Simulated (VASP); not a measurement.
# Al3GaN4 (R3m) in VASP: further runs

The runs below take Al3GaN4 through single point, with PBEsol.

Program: VASP 6.6.1. These are calculated values, not measurements. Logs are shortened: lines on timing, memory, paths and dates and some standing lists are left out, and cuts for length are marked.

**1. The cell of the first run**

It takes space group R3m (No. 160, trigonal). Conventional cell: a = 6.067 Å, b = 6.067 Å, c = 8.269 Å, α = 90.00°, β = 90.00°, γ = 120.00°. Al (site symmetry m) has 4 N at 1.87 to 2.05 Å within 2.5 Å. Ga (site symmetry 3m) has 4 N at 1.92 to 2.11 Å within 2.5 Å. N (site symmetry m) has 3 Al at 1.87 to 2.05 Å and 1 Ga at 1.92 Å within 2.5 Å. Within 2.5 Å of N (site symmetry 3m) lie 3 Al at 1.87 Å and 1 Ga at 2.11 Å.

**2. Single point, PBEsol**

The input, INCAR:

```
  PREC = Accurate
  ENCUT = 520
  EDIFF = 1E-6
  ISMEAR = 0
  SIGMA = 0.05
  LREAL = F
  LASPH = T
  NELM = 100
  ALGO = Normal
  ISIF = 2
  LWAVE = F
  LCHARG = T
  GGA = PS
  LELF = T
  LVHAR = T
  NBANDS = 31
```

The input, KPOINTS:

```
Automatic mesh
0
Gamma
  6 6 6
```

The input, POSCAR:

```
Al3GaN4
1.0
    4.4511896259      0.1615208909      0.1615208909
    0.1615208909      4.4511896259      0.1615208909
    0.1615208909      0.1615208909      4.4511896259
Al Ga N
3 1 4
Direct
    0.5000000000      0.5000000000      0.0000000000
    0.5000000000      0.0000000000      0.5000000000
    0.0000000000      0.5000000000      0.5000000000
    0.0000000000      0.0000000000      0.0000000000
    0.7447140287      0.7447140287      0.2552859713
    0.7447140287      0.2552859713      0.7447140287
    0.2552859713      0.7447140287      0.7447140287
    0.2552859713      0.2552859713      0.2552859713
```

Potentials or basis: VASP PAW PBE potentials, release 64 (Al, Ga_d, N).

On the command line:

```
$ cat potpaw_PBE.64/Al/POTCAR potpaw_PBE.64/Ga_d/POTCAR potpaw_PBE.64/N/POTCAR > POTCAR
$ mpirun -np 1 vasp_std > vasp.out
```

OUTCAR:

```text
PREC = Accurate
   ENCUT = 520
   EDIFF = 1E-6
   ISMEAR = 0
   LREAL = F
   LASPH = T
   NELM = 100
   ISIF = 2
   GGA = PS

 ion  position               nearest neighbor table
   1  0.500  0.500  0.000-   8 1.87   7 1.87   6 1.87   5 2.05   2 3.03   3 3.03   2 3.03   4 3.03
                             3 3.03   4 3.03   2 3.27   2 3.27   3 3.27   3 3.27
   2  0.500  0.000  0.500-   8 1.87   7 1.87   5 1.87   6 2.05   1 3.03   4 3.03   1 3.03   3 3.03
                             3 3.03   4 3.03   1 3.27   1 3.27   3 3.27   3 3.27
   3  0.000  0.500  0.500-   8 1.87   6 1.87   5 1.87   7 2.05   1 3.03   4 3.03   2 3.03   4 3.03
                             1 3.03   2 3.03   1 3.27   2 3.27   1 3.27   2 3.27
   4  0.000  0.000  0.000-   5 1.92   6 1.92   7 1.92   8 2.11   2 3.03   3 3.03   1 3.03   3 3.03
                             1 3.03   2 3.03
   5  0.745  0.745  0.255-   2 1.87   3 1.87   4 1.92   1 2.05
   6  0.745  0.255  0.745-   1 1.87   3 1.87   4 1.92   2 2.05
   7  0.255  0.745  0.745-   1 1.87   2 1.87   4 1.92   3 2.05
   8  0.255  0.255  0.255-   1 1.87   2 1.87   3 1.87   4 2.11

  LATTYP: Found a trigonal (rhomboedric) cell.
 ALAT       =     4.4570469015
 COS(alpha) =     0.0736969314

  Lattice vectors:

 A1 = (   4.4511896259,   0.1615208909,   0.1615208909)
 A2 = (   0.1615208909,   4.4511896259,   0.1615208909)
 A3 = (   0.1615208909,   0.1615208909,   4.4511896259)

Analysis of symmetry for initial positions (statically):
=====================================================================
 Subroutine PRICEL returns:
 Original cell was already a primitive cell.

 Routine SETGRP: Setting up the symmetry group for a
 trigonal (rhombohedral) supercell.

 Subroutine GETGRP returns: Found  6 space group operations
 (whereof  6 operations were pure point group operations)
 out of a pool of 12 trial point group operations.

The static configuration has the point symmetry C_3v.

Analysis of symmetry for dynamics (positions and initial velocities):
=====================================================================
 Subroutine PRICEL returns:
 Original cell was already a primitive cell.

 Routine SETGRP: Setting up the symmetry group for a
 trigonal (rhombohedral) supercell.

 Subroutine GETGRP returns: Found  6 space group operations
 (whereof  6 operations were pure point group operations)
 out of a pool of 12 trial point group operations.

The dynamic configuration has the point symmetry C_3v.

 Subroutine INISYM returns: Found  6 space group operations
 (whereof  6 operations are pure point group operations),
 and found     1 'primitive' translations

----------------------------------------------------------------------------------------

                                     Primitive cell

  volume of cell :      87.8519

  direct lattice vectors                    reciprocal lattice vectors
     4.451189626  0.161520891  0.161520891     0.225231422 -0.007886812 -0.007886812
     0.161520891  4.451189626  0.161520891    -0.007886812  0.225231422 -0.007886812
     0.161520891  0.161520891  4.451189626    -0.007886812 -0.007886812  0.225231422

  length of vectors
     4.457046901  4.457046901  4.457046901     0.225507421  0.225507421  0.225507421

  position of ions in fractional coordinates (direct lattice)
     0.500000000  0.500000000  0.000000000
     0.500000000  1.000000000  0.500000000
     1.000000000  0.500000000  0.500000000
     0.000000000  0.000000000  0.000000000
     0.744714029  0.744714029  0.255285971
     0.744714029  0.255285971  0.744714029
     0.255285971  0.744714029  0.744714029
     0.255285971  0.255285971  0.255285971

  ion indices of the primitive-cell ions
   primitive index   ion index
                 1           1
                 2           2
                 3           3
                 4           4
                 5           5
                 6           6
                 7           7
                 8           8

----------------------------------------------------------------------------------------

 KPOINTS: Automatic mesh

Automatic generation of k-mesh.
 Grid dimensions read from file:
 generate k-points for:    6    6    6

 Generating k-lattice:

  Cartesian coordinates                     Fractional coordinates (reciprocal lattice)
     0.037538570 -0.001314469 -0.001314469     0.166666667  0.000000000  0.000000000
    -0.001314469  0.037538570 -0.001314469     0.000000000  0.166666667  0.000000000
    -0.001314469 -0.001314469  0.037538570     0.000000000  0.000000000  0.166666667

  Length of vectors
     0.037584570  0.037584570  0.037584570

  Shift w.r.t. Gamma in fractional coordinates (k-lattice)
     0.000000000  0.000000000  0.000000000

 Subroutine IBZKPT returns following result:
 ===========================================

 Found     32 irreducible k-points:

 Following reciprocal coordinates:
            Coordinates               Weight
  0.000000  0.000000  0.000000      1.000000
  0.166667  0.000000  0.000000      6.000000
  0.333333 -0.000000 -0.000000      6.000000
  0.500000 -0.000000  0.000000      3.000000
  0.166667  0.166667  0.000000      6.000000
  0.333333  0.166667 -0.000000     12.000000
[... 16 lines left out ...]
  0.500000  0.500000  0.166667      6.000000
 -0.333333  0.500000  0.166667     12.000000
 [... further k-points ...]
   k-points           NKPTS =     32   k-points in BZ     NKDIM =     32   number of bands    NBANDS=     31
   number of dos      NEDOS =    301   number of ions     NIONS =      8
   total plane-waves  NPLWV =  46656
   dimension x,y,z NGX =    36 NGY =   36 NGZ =   36
   dimension x,y,z NGXF=    72 NGYF=   72 NGZF=   72
   ions per type =               3   1   4
   NGX,Y,Z   is equivalent  to a cutoff of  13.43, 13.43, 13.43 a.u.
   NGXF,Y,Z  is equivalent  to a cutoff of  26.86, 26.86, 26.86 a.u.
 SYSTEM =  unknown system
   PREC   = accura    normal or accurate (medium, high low for compatibility)
   ISTART =      0    job   : 0-new  1-cont  2-samecut
   ICHARG =      2    charge: 1-file 2-atom 10-const
   ISPIN  =      1    spin polarized calculation?
   LNONCOLLINEAR =      F non collinear calculations
   LSORBIT =      F    spin-orbit coupling
   LASPH  =      T    aspherical Exc in radial PAW
[... 13 lines left out ...]
   NELECT =      42.0000    total number of electrons
   NUPDOWN=      -1.0000    fix difference up-down
   EMIN   =  10.00;   EMAX   =-10.00  energy-range for DOS
   EFERMI =   0.00;   METHOD = LEGACY
   ISMEAR =     0;   SIGMA  =   0.05  broadening in eV -4-tet -1-fermi 0-gaus
   EFERMI_NEDOS =   21; number of points for ismear=-14 and -15
   IALGO  =     38    algorithm
   IMIX   =      4    mixing-type and parameters
     AMIX     =   0.40;   BMIX     =  1.00
     AMIX_MAG =   1.60;   BMIX_MAG =  1.00
  volume/ion in A,a.u.               =      10.98        74.11
  Fermi-wavevector in a.u.,A,eV,Ry     =   1.280091  2.419022 22.294964  1.638634
  Thomas-Fermi vector in A             =   2.412539
   LORBIT       =      0    0 simple, 1 ext, 2 COOP (PROOUT), +10 PAW based schemes
   GGA     = PS    functional components
   LHFCALC =     F    Hartree Fock is set to
   AEXX    =    0.0000 exact exchange contribution
   IVDW    =     0    specifies the selected vdW correction
   LEPSILON=     F    determine dielectric tensor
   LRPA    =     F    only Hartree local field effects (RPA)
 non-spin polarized calculation
 Gauss-broadening in eV      SIGMA  =   0.05
  energy-cutoff  :      520.00
  volume of cell :       87.85
 maximum number of plane-waves:      2392
 NGX is ok and might be reduce to    36
   NGX = 17   NGY = 17   NGZ = 17

 number of electron      41.9999981 magnetization

 Free energy of the ion-electron system (eV)
  ---------------------------------------------------
  ext. energy  EPLUGINS =         0.00000000
  ---------------------------------------------------
  free energy    TOTEN  =       -59.12841385 eV

  energy without entropy =      -59.12841385  energy(sigma->0) =      -59.12841385

 E-fermi :   5.8120     XC(G=0): -11.2032

 val. band max:        5.5696674807   @ k =   0.0000   0.0000   0.0000
 cond. band min:       8.2052750930   @ k =   0.0000   0.0000   0.0000
 fundamental gap:      2.6356076123
 Fermi energy:         5.8120266910

 k-point     1 :       0.0000    0.0000    0.0000
  band No.  band energies     occupation
      1      -9.6556      2.00000
      2      -8.1270      2.00000
      3      -8.1270      2.00000
      4      -7.7966      2.00000
      5      -7.2929      2.00000
      6      -7.2929      2.00000
[... 23 lines left out ...]
     30      17.6237      0.00000
     31      17.8394      0.00000

 k-point     2 :       0.1667    0.0000    0.0000
  band No.  band energies     occupation
      1      -9.5328      2.00000
      2      -8.1593      2.00000
      3      -8.1332      2.00000
      4      -7.8193      2.00000
      5      -7.2916      2.00000
      6      -7.2886      2.00000
[... 23 lines left out ...]
     30      17.3109      0.00000
     31      17.5244      0.00000

 k-point     3 :       0.3333   -0.0000   -0.0000
  band No.  band energies     occupation
      1      -9.1917      2.00000
      2      -8.3083      2.00000
      3      -8.1454      2.00000
      4      -7.8779      2.00000
      5      -7.2891      2.00000
      6      -7.2761      2.00000
[... 23 lines left out ...]
     30      16.5461      0.00000
     31      16.7903      0.00000

 k-point     4 :       0.5000   -0.0000    0.0000
  band No.  band energies     occupation
      1      -8.8169      2.00000
      2      -8.5945      2.00000
      3      -8.1514      2.00000
      4      -7.9114      2.00000
      5      -7.2878      2.00000
      6      -7.2605      2.00000
[... 23 lines left out ...]
     30      16.1293      0.00000
     31      16.3493      0.00000

 k-point     5 :       0.1667    0.1667    0.0000
  band No.  band energies     occupation
      1      -9.4375      2.00000
      2      -8.1810      2.00000
      3      -8.1484      2.00000
      4      -7.8113      2.00000
      5      -7.2892      2.00000
      6      -7.2857      2.00000
[... 23 lines left out ...]
     30      16.7454      0.00000
     31      16.7479      0.00000
[... 542 lines left out ...]
     30      16.1653      0.00000
     31      16.4687      0.00000

 k-point    22 :      -0.1667    0.3333    0.1667
  band No.  band energies     occupation
      1      -8.9867      2.00000
      2      -8.2896      2.00000
      3      -8.1494      2.00000
      4      -7.9223      2.00000
      5      -7.2829      2.00000
      6      -7.2731      2.00000
[... 23 lines left out ...]
     30      16.2668      0.00000
     31      16.4745      0.00000

 k-point    23 :       0.5000    0.5000    0.1667
  band No.  band energies     occupation
      1      -8.5042      2.00000
      2      -8.3566      2.00000
      3      -8.3196      2.00000
      4      -7.7412      2.00000
      5      -7.2641      2.00000
      6      -7.2607      2.00000
[... 23 lines left out ...]
     30      15.8762      0.00000
     31      16.1836      0.00000

 k-point    24 :      -0.3333    0.5000    0.1667
  band No.  band energies     occupation
      1      -8.5827      2.00000
      2      -8.3738      2.00000
      3      -8.2175      2.00000
      4      -7.8672      2.00000
      5      -7.2730      2.00000
      6      -7.2612      2.00000
[... 23 lines left out ...]
     30      15.9506      0.00000
     31      16.2549      0.00000

 [... further k-points ...]

------------------------ aborting loop because EDIFF is reached ----------------------------------------

  FORCE on cell =-STRESS in cart. coord.  units (eV):
  Direction    XX          YY          ZZ          XY          YZ          ZX
  --------------------------------------------------------------------------------------
  -------------------------------------------------------------------------------------
  Total       -1.1943793     -1.1943793     -1.1943793     -7.1651244     -7.1651244     -7.1651244
  in kB      -21.7822060    -21.7822060    -21.7822060   -130.6722407   -130.6722407   -130.6722407
  external PRESSURE =     -21.7822060 kB  Pullay stress =       0.0000000 kB

 VOLUME and BASIS-vectors are now :
 -----------------------------------------------------------------------------
  energy-cutoff  :      520.00
  volume of cell :       87.85
      direct lattice vectors                 reciprocal lattice vectors
     4.451189626  0.161520891  0.161520891     0.225231422 -0.007886812 -0.007886812
     0.161520891  4.451189626  0.161520891    -0.007886812  0.225231422 -0.007886812
     0.161520891  0.161520891  4.451189626    -0.007886812 -0.007886812  0.225231422

 POSITION                                       TOTAL-FORCE (eV/Angst)
 -----------------------------------------------------------------------------------
      2.30636      2.30636      0.16152         0.273318      0.273318      0.311101
      2.30636      0.16152      2.30636         0.273318      0.311101      0.273318
      0.16152      2.30636      2.30636         0.311101      0.273318      0.273318
      0.00000      0.00000      0.00000         0.286040      0.286040      0.286040
      3.47638      3.47638      1.37690        -0.291553     -0.291553     -0.352816
      3.47638      1.37690      3.47638        -0.291553     -0.352816     -0.291553
      1.37690      3.47638      3.47638        -0.352816     -0.291553     -0.291553
      1.21879      1.21879      1.21879        -0.207855     -0.207855     -0.207855
 -----------------------------------------------------------------------------------
    total drift:                                0.000641      0.000641      0.000641

  FREE ENERGIE OF THE ION-ELECTRON SYSTEM (eV)
  ---------------------------------------------------
  free  energy   TOTEN  =       -59.1284138540 eV

  energy  without entropy=      -59.1284138540  energy(sigma->0) =      -59.12841385
```

Run time: 3 min. Hardware: 1 thread of AMD EPYC 7R13, shared host; peak memory 0.21 GiB.

Results:

```
Free energy            : -59.1284 eV
Pressure               : -2.2 GPa
Largest force          : 0.543 eV/Å
Band gap on the k mesh : 2.64 eV
```

Forces in eV/Å, atoms in the order of the input:
```
Al   0.273  0.273  0.311
Al   0.273  0.311  0.273
Al   0.311  0.273  0.273
Ga   0.286  0.286  0.286
N   -0.292 -0.292 -0.353
N   -0.292 -0.353 -0.292
N   -0.353 -0.292 -0.292
N   -0.208 -0.208 -0.208
```

Levels at points of the mesh, in eV from the valence-band top:
```tsv
k point	band 18	band 19	band 20	band 21	band 22	band 23	band 24	band 25
(0.00, 0.00, 0.00)	-1.73	-0.59	0.00	0.00	2.64	2.91	3.06	3.06
(0.50, 0.00, 0.00)	-1.69	-1.46	-1.05	-0.78	4.91	5.05	5.64	5.74
(0.50, 0.50, 0.00)	-1.07	-0.89	-0.64	-0.50	6.36	6.97	7.03	7.33
(0.50, 0.50, 0.50)	-0.74	-0.74	-0.28	-0.28	4.79	6.09	6.09	7.20
```

Caveat: the PAW data sets were made with another functional, which shifts forces and pressure a little.

**3. Single point, PBEsol**

This run uses another cell than the first one, of 11.25 Å³/atom.

The input, INCAR:

```
SYSTEM = Al3GaN4
PREC = Accurate
ENCUT = 520
EDIFF = 1E-7
ISMEAR = 0
SIGMA = 0.05
LREAL = .False.
LASPH = .True.
NELM = 60
ALGO = Normal
ISIF = 2
LWAVE = .False.
LCHARG = .False.
GGA = PS
NBANDS = 31
```

The input, KPOINTS:

```
Automatic mesh
0
Gamma
  6 6 6
  0 0 0
```

Changes to POSCAR since step 2:

```diff
@@ -2,5 +2,5 @@
 1.0
-    4.4511896259      0.1615208909      0.1615208909
-    0.1615208909      4.4511896259      0.1615208909
-    0.1615208909      0.1615208909      4.4511896259
+    4.4952608103     -0.2423915143     -0.2423915143
+   -0.2423915143      4.4952608103     -0.2423915143
+   -0.2423915143     -0.2423915143      4.4952608103
 Al Ga N
```

Potentials or basis: VASP PAW PBE potentials, release 64 (Al, Ga_d, N).

On the command line:

```
$ cat potpaw_PBE.64/Al/POTCAR potpaw_PBE.64/Ga_d/POTCAR potpaw_PBE.64/N/POTCAR > POTCAR
$ mpirun -np 1 vasp_std > vasp.out
```

It took 3.7 min on 1 thread of AMD EPYC 7R13, shared host; peak memory 0.22 GiB.

It converged, with:

```yaml
Free_energy: -57.7023 eV
Pressure: -1.5 GPa
Largest_force: 2.810 eV/Å
Band_gap_on_the_k_mesh: 2.30 eV
```

Forces in eV/Å, atoms in the order of the input:
```
Al  -1.505 -1.505 -1.735
Al  -1.505 -1.735 -1.505
Al  -1.735 -1.505 -1.505
Ga  -1.542 -1.542 -1.542
N    1.555  1.555  1.750
N    1.555  1.750  1.555
N    1.750  1.555  1.555
N    1.427  1.427  1.427
```

Stress tensor (GPa, compression positive):
```
-1.50 23.82 23.82
23.82 -1.50 23.82
23.82 23.82 -1.50
```

Levels at points of the mesh, in eV from the valence-band top:
```csv
k point,band 17,band 18,band 19,band 20,band 21,band 22,band 23,band 24,band 25,band 26
"(0.00, 0.00, 0.00)",-1.41,-1.41,-0.44,-0.44,0.00,2.30,2.70,2.70,2.80,6.97
"(0.50, 0.00, 0.00)",-2.90,-1.91,-1.67,-0.94,-0.71,4.61,4.69,5.33,5.37,7.92
"(0.50, 0.50, 0.00)",-2.45,-1.21,-1.07,-0.60,-0.42,5.73,6.53,6.70,6.85,7.51
"(0.50, 0.50, 0.50)",-0.59,-0.59,-0.50,-0.50,-0.31,4.27,5.74,6.40,6.40,8.29
```

Caveat: the PAW data sets were made with another functional, which shifts forces and pressure a little.

**4. Single point, PBEsol**

This run uses another cell than the first one, of 11.26 Å³/atom.

The input, INCAR:

```
SYSTEM = Al3GaN4
PREC = Accurate
ENCUT = 520
EDIFF = 1E-6
ISMEAR = 0
SIGMA = 0.05
LREAL = .FALSE.
LASPH = .TRUE.
NELM = 60
ALGO = Normal
ISIF = 2
LWAVE = .FALSE.
LCHARG = .FALSE.
GGA = PS
NBANDS = 31
```

The input, KPOINTS:

```
regular mesh
0
G
  6 6 6
  0 0 0
```

Changes to POSCAR since step 3:

```diff
@@ -2,5 +2,5 @@
 1.0
-    4.4952608103     -0.2423915143     -0.2423915143
-   -0.2423915143      4.4952608103     -0.2423915143
-   -0.2423915143     -0.2423915143      4.4952608103
+    4.4952608103      0.2423915143      0.2423915143
+    0.2423915143      4.4952608103      0.2423915143
+    0.2423915143      0.2423915143      4.4952608103
 Al Ga N
```

On the command line:

```
$ cat potpaw_PBE.64/Al/POTCAR potpaw_PBE.64/Ga_d/POTCAR potpaw_PBE.64/N/POTCAR > POTCAR
$ mpirun -np 1 vasp_std > vasp.out
```

Wall time 2.9 min (1 thread of AMD EPYC 7R13, shared host); peak memory 0.22 GiB.

It converged, with:

| Property | Result |
| --- | --- |
| Free energy | -58.2264 eV |
| Pressure | -3.6 GPa |
| Largest force | 0.373 eV/Å |
| Band gap on the k mesh | 1.97 eV |

Forces on the atoms (eV/Å):
```
Al   0.166  0.166  0.200
Al   0.166  0.200  0.166
Al   0.200  0.166  0.166
Ga   0.175  0.175  0.175
N   -0.194 -0.194 -0.254
N   -0.194 -0.254 -0.194
N   -0.254 -0.194 -0.194
N   -0.066 -0.066 -0.066
```

Stress tensor (GPa, compression positive):
```
 -3.65 -17.26 -17.26
-17.26  -3.65 -17.26
-17.26 -17.26  -3.65
```

Levels at points of the mesh, in eV from the valence-band top:
```
           k point  band 17  band 18  band 19  band 20  band 21  band 22  band 23  band 24  band 25  band 26
(0.00, 0.00, 0.00)    -1.61    -1.61    -0.91     0.00     0.00     1.97     2.58     2.86     2.86     6.72
(0.50, 0.00, 0.00)    -2.93    -1.90    -1.70    -0.97    -0.72     4.38     4.57     5.34     5.48     7.93
(0.50, 0.50, 0.00)    -2.67    -1.19    -1.03    -0.65    -0.49     5.65     6.47     6.50     6.98     7.05
(0.50, 0.50, 0.50)    -0.95    -0.81    -0.81    -0.21    -0.21     4.25     5.52     5.52     7.21     8.00
```

Caveat: the cell stands under tension; the PAW data sets were made with another functional, which shifts forces and pressure a little.

**5. The runs side by side**

| cell | gap on the mesh (eV) | pressure (GPa) | largest force (eV/Å) |
| --- | --- | --- | --- |
| a = 4.457 Å, angles 85.8°, 8 atoms | 2.64 | -2.2 | 0.54 |
| a = 4.508 Å, angles 96.0°, 8 atoms | 2.30 | -1.5 | 2.81 |
| a = 4.508 Å, angles 83.7°, 8 atoms | 1.97 | -3.6 | 0.37 |

Alike in all rows: task single point; level PBEsol; potentials or basis VASP PAW PBE potentials, release 64 (Al, Ga_d, N); no spin polarisation; k mesh 6 × 6 × 6; cutoff (eV) 520; smearing gaussian 0.05 eV.

Caveats: the PAW data sets were made with another functional, which shifts forces and pressure a little; the cell stands under tension (at least some runs).

Total energies depend on the potentials used, so only differences within one code and one set of settings carry meaning.
